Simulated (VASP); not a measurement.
Write the native input for VASP 6.6.1 that does the following.

```
Task                   : single point
Functional             : PBE
Potentials or basis    : VASP PAW PBE potentials, release 64 (Ge_d, Se)
Cutoff                 : 500 eV
k mesh                 : 4 × 11 × 10
Occupations            : fermi-dirac, width 0.02 eV
Spin                   : no spin polarisation
Dipole correction      : no
Further INCAR settings : ALGO = Normal; EDIFF = 1e-06; NBANDS = 50
```

The structure of GeSe lies in POSCAR:

```
GeSe
1.0
   10.8200000000      0.0000000000      0.0000000000
    0.0000000000      3.8500000000      0.0000000000
    0.0000000000      0.0000000000      4.4880000000
Ge Se
4 4
Direct
    0.1196415359      0.2500000000      0.1184729782
    0.8803584641      0.7500000000      0.8815270218
    0.3803584641      0.7500000000      0.6184729782
    0.6196415359      0.2500000000      0.3815270218
    0.8538263764      0.2500000000      0.4999875002
    0.1461736236      0.7500000000      0.5000124998
    0.6461736236      0.7500000000     -0.0000124998
    0.3538263764      0.2500000000      0.0000124998
```

This cell differs from its parent crystal: z stretched by +2 %, then relaxed in part.

The input as run:

INCAR

```
  PREC = Accurate
  ENCUT = 500
  EDIFF = 1E-6
  ISMEAR = -1
  SIGMA = 0.02
  LREAL = False
  LASPH = True
  NELM = 120
  ALGO = Normal
  ISIF = 2
  LWAVE = False
  LCHARG = True
  GGA = PE
  LELF = True
  LVHAR = True
  NBANDS = 50
  GGA_COMPAT = False
```

KPOINTS

```
Automatic mesh
0
Gamma
  4 11 10
```

Potentials or basis: VASP PAW PBE potentials, release 64 (Ge_d, Se).

The run is started by

```sh
$ cat potpaw_PBE.64/Ge_d/POTCAR potpaw_PBE.64/Se/POTCAR > POTCAR
$ mpirun -np 1 vasp_std > vasp.out
```

It gave:

| Quantity | Value |
| --- | --- |
| Pressure | 1.2 GPa |
| Largest force | 0.022 eV/Å |
| Band gap on the k mesh | 0.86 eV (least direct gap 0.96 eV) |

Caveat: the cell differs from its parent crystal (z stretched by +2 %, then relaxed in part).

Run time: 8.4 min on 1 thread of Intel(R) Xeon(R) Platinum 8488C (Sapphire Rapids), with other jobs on the host, peak memory 0.76 GiB.
